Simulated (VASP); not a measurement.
# AlAs (F-43m) in VASP: further runs, part 2 of 2

VASP 6.6.1. Earlier steps stand in the parts before.

## 3. Single point, r2SCAN (volume changed by -3%)

POSCAR reads:

```
AlAs
1.0
    0.0000000000      2.8102466707      2.8102466707
    2.8102466707      0.0000000000      2.8102466707
    2.8102466707      2.8102466707      0.0000000000
Al As
1 1
Direct
    0.0000000000      0.0000000000      0.0000000000
    0.2500000000      0.2500000000      0.2500000000
```

INCAR.step1 reads:

```
PREC = Accurate ; ENCUT = 550
ISMEAR = 0 ; SIGMA = 0.01
LREAL = F ; LASPH = T
NELM = 120 ; NBANDS = 11
GGA = PE ; ALGO = Normal
EDIFF = 1E-5 ; LWAVE = T
LCHARG = F ; GGA_COMPAT = F
```

INCAR.step2 reads:

```
PREC = Accurate ; ENCUT = 550
EDIFF = 1E-6 ; ISMEAR = 0
SIGMA = 0.01 ; LREAL = F
LASPH = T ; NELM = 120
ALGO = Normal ; ISIF = 2
LWAVE = F ; LCHARG = T
METAGGA = R2SCAN ; LMIXTAU = T
LELF = T ; LVHAR = T
NBANDS = 11 ; ISTART = 1
GGA_COMPAT = F
```

KPOINTS reads:

```
regular mesh
0
Gamma
  6 6 6
```

Potentials or basis: VASP PAW PBE potentials, release 64 (Al, As).

Command:

```sh
> cat potpaw_PBE.64/Al/POTCAR potpaw_PBE.64/As/POTCAR > POTCAR
> cp INCAR.step1 INCAR
> mpirun -np 1 vasp_std > vasp.out
> cp INCAR.step2 INCAR
> mpirun -np 1 vasp_std > vasp.out
```

Wall time 47 s (1 thread of Intel Xeon Platinum 8488C (Sapphire Rapids), shared host); peak memory 0.17 GiB.

It converged, with:

```
Free energy            : -22.6770 eV
Pressure               : 2.5 GPa
Band gap on the k mesh : 1.76 eV, indirect (least direct gap 2.89 eV)
```

Levels at points of the mesh, in eV from the valence-band top:
```
           k point  band 1  band 2  band 3  band 4  band 5  band 6  band 7  band 8  band 9
(0.00, 0.00, 0.00)  -12.44    0.00    0.00    0.00    2.89    4.75    4.75    4.75    9.56
(0.50, 0.00, 0.00)  -10.91   -5.80   -0.87   -0.87    2.74    5.12    5.12    8.45   12.27
(0.50, 0.50, 0.00)  -10.31   -5.62   -2.29   -2.29    1.76    2.69   11.36   11.36   12.97
```

Caveat: the cell differs from its parent crystal (volume changed by -3%); the PAW data sets were made with another functional, which shifts forces and pressure a little. A k mesh can miss the band edges.

## 4. Single point, PBE

This run uses another cell than the first one, of 22.88 Å³/atom, 1.064 times its volume.

INCAR reads:

```
ALGO = Normal
EDIFF = 1E-6
ENCUT = 500
GGA = PE
GGA_COMPAT = F
ISIF = 2
ISMEAR = 0
LASPH = T
LCHARG = F
LREAL = F
LWAVE = F
NBANDS = 11
NELM = 120
PREC = Accurate
SIGMA = 0.01
```

KPOINTS reads:

```
k-points
0
Gamma
  8 8 8
```

POSCAR reads:

```
AlAs
1.0
    0.0000000000      2.8389246378      2.8389246378
    2.8389246378      0.0000000000      2.8389246378
    2.8389246378      2.8389246378      0.0000000000
Al As
1 1
Direct
    0.0000000000      0.0000000000      0.0000000000
    0.2500000000      0.2500000000      0.2500000000
```

Potentials or basis: VASP PAW PBE potentials, release 64 (Al, As).

Command:

```sh
> cat potpaw_PBE.64/Al/POTCAR potpaw_PBE.64/As/POTCAR > POTCAR
> mpirun -np 1 vasp_std > vasp.out
```

OUTCAR:

```text
EDIFF = 1E-6
   ENCUT = 500
   GGA = PE
   ISIF = 2
   ISMEAR = 0
   LASPH = T
   LREAL = F
   NELM = 120
   PREC = Accurate

 ion  position               nearest neighbor table
   1  0.000  0.000  0.000-   2 2.46   2 2.46   2 2.46   2 2.46
   2  0.250  0.250  0.250-   1 2.46   1 2.46   1 2.46   1 2.46

  LATTYP: Found a face centered cubic cell.
 ALAT       =     5.6778492756

  Lattice vectors:

 A1 = (   0.0000000000,   2.8389246378,   2.8389246378)
 A2 = (   2.8389246378,   0.0000000000,   2.8389246378)
 A3 = (   2.8389246378,   2.8389246378,   0.0000000000)
[... 513 lines left out ...]
      7      10.4577      0.00000
      8      11.4214      0.00000
      9      12.1368      0.00000
     10      14.7883      0.00000
     11      16.0576      0.00000

 [... further k-points ...]
[... 5 lines left out ...]
  --------------------------------------------------------------------------------------
  -------------------------------------------------------------------------------------
  Total        0.5917231      0.5917231      0.5917231      0.0000000      0.0000000     -0.0000000
  in kB       20.7175081     20.7175081     20.7175081      0.0000000      0.0000000     -0.0000000
  external PRESSURE =      20.7175081 kB  Pullay stress =       0.0000000 kB

 VOLUME and BASIS-vectors are now :
 -----------------------------------------------------------------------------
  energy-cutoff  :      500.00
  volume of cell :       45.76
      direct lattice vectors                 reciprocal lattice vectors
     0.000000000  2.838924638  2.838924638    -0.176123027  0.176123027  0.176123027
     2.838924638  0.000000000  2.838924638     0.176123027 -0.176123027  0.176123027
     2.838924638  2.838924638  0.000000000     0.176123027  0.176123027 -0.176123027

 POSITION                                       TOTAL-FORCE (eV/Angst)
 -----------------------------------------------------------------------------------
      0.00000      0.00000      0.00000         0.000000      0.000000      0.000000
      1.41946      1.41946      1.41946        -0.000000     -0.000000     -0.000000
 -----------------------------------------------------------------------------------
    total drift:                               -0.000000     -0.000000     -0.000000

  FREE ENERGIE OF THE ION-ELECTRON SYSTEM (eV)
  ---------------------------------------------------
  free  energy   TOTEN  =        -9.3795821410 eV

  energy  without entropy=       -9.3795821410  energy(sigma->0) =       -9.37958214
```

Wall time 18 s (1 thread of Intel Xeon Platinum 8488C (Sapphire Rapids), shared host); peak memory 0.17 GiB.

What came out:

- Free energy: -9.3796 eV
- Pressure: 2.1 GPa
- Band gap on the k mesh: 1.45 eV, indirect (least direct gap 1.99 eV)

Levels at points of the mesh, in eV from the valence-band top:
```tsv
k point	band 1	band 2	band 3	band 4	band 5	band 6	band 7	band 8
(0.00, 0.00, 0.00)	-11.81	0.00	0.00	0.00	1.99	4.27	4.27	4.27
(0.50, 0.00, 0.00)	-10.41	-5.53	-0.82	-0.82	2.11	4.67	4.67	7.73
(0.50, 0.50, 0.00)	-9.87	-5.40	-2.15	-2.15	1.45	2.29	10.27	10.27
```

A k mesh can miss the band edges. Expect the measured gap to be larger: semilocal functionals such as PBE lack the derivative discontinuity.

## 5. Single point, r2SCAN

This run uses another cell than the first one, of 22.88 Å³/atom, 1.064 times its volume.

POSCAR is that of step 4.

INCAR.step1 reads:

```
PREC     = Accurate       # precision mode
ENCUT    = 550            # plane-wave cutoff, eV
ISMEAR   = 0              # smearing method
SIGMA    = 0.01           # smearing width, eV
LREAL    = F              # projectors in reciprocal space
LASPH    = T              # aspherical terms in the spheres
NELM     = 120            # most SCF steps
NBANDS   = 11             # bands
GGA      = PE             # functional
ALGO     = Normal         # electronic algorithm
EDIFF    = 1E-5           # SCF threshold, eV
LWAVE    = T              # write WAVECAR
LCHARG   = F              # write CHGCAR
GGA_COMPAT= F
```

INCAR.step2 reads:

```
PREC     = Accurate       # precision mode
ENCUT    = 550            # plane-wave cutoff, eV
EDIFF    = 1E-6           # SCF threshold, eV
ISMEAR   = 0              # smearing method
SIGMA    = 0.01           # smearing width, eV
LREAL    = F              # projectors in reciprocal space
LASPH    = T              # aspherical terms in the spheres
NELM     = 120            # most SCF steps
ALGO     = Normal         # electronic algorithm
ISIF     = 2              # what is computed and relaxed
LWAVE    = F              # write WAVECAR
LCHARG   = F              # write CHGCAR
METAGGA  = R2SCAN         # meta-GGA
LMIXTAU  = T            
NBANDS   = 11             # bands
ISTART   = 1            
GGA_COMPAT= F
```

KPOINTS reads:

```
regular mesh
0
Gamma
  6 6 6
```

Command:

```sh
> cat potpaw_PBE.64/Al/POTCAR potpaw_PBE.64/As/POTCAR > POTCAR
> cp INCAR.step1 INCAR
> mpirun -np 1 vasp_std > vasp.out
> cp INCAR.step2 INCAR
> mpirun -np 1 vasp_std > vasp.out
```

Wall time 39 s (1 thread of Intel Xeon Platinum 8488C (Sapphire Rapids), shared host); peak memory 0.18 GiB.

It converged, with:

```
Free energy            : -22.6871 eV
Pressure               : 0.0 GPa
Band gap on the k mesh : 1.80 eV, indirect (least direct gap 2.63 eV)
```

Levels at points of the mesh, in eV from the valence-band top:
| k point | band 1 | band 2 | band 3 | band 4 | band 5 | band 6 | band 7 | band 8 | band 9 |
| --- | --- | --- | --- | --- | --- | --- | --- | --- | --- |
| (0.00, 0.00, 0.00) | -12.27 | 0.00 | 0.00 | 0.00 | 2.63 | 4.69 | 4.69 | 4.69 | 9.50 |
| (0.50, 0.00, 0.00) | -10.80 | -5.66 | -0.84 | -0.84 | 2.61 | 5.09 | 5.09 | 8.38 | 11.99 |
| (0.50, 0.50, 0.00) | -10.23 | -5.51 | -2.22 | -2.22 | 1.80 | 2.68 | 11.11 | 11.11 | 12.60 |

Caveat: the PAW data sets were made with another functional, which shifts forces and pressure a little.

## 6. Summary

| level | cell | k mesh | cutoff (eV) | gap on the mesh (eV) | pressure (GPa) |
| --- | --- | --- | --- | --- | --- |
| r2SCAN | a = 3.933 Å, angles 60.0°, 2 atoms | 6 × 6 × 6 | 550 | 1.70 | 5.4 |
| r2SCAN | a = 3.974 Å, angles 60.0°, 2 atoms | 6 × 6 × 6 | 550 | 1.76 | 2.5 |
| PBE | a = 4.015 Å, angles 60.0°, 2 atoms | 8 × 8 × 8 | 500 | 1.45 | 2.1 |
| r2SCAN | a = 4.015 Å, angles 60.0°, 2 atoms | 6 × 6 × 6 | 550 | 1.80 | 0.0 |

Alike in all rows: task single point; potentials or basis VASP PAW PBE potentials, release 64 (Al, As); no spin polarisation; smearing gaussian 0.01 eV.

Caveats: the PAW data sets were made with another functional, which shifts forces and pressure a little (some runs).

Total energies depend on the potentials used, so only differences within one code and one set of settings carry meaning.
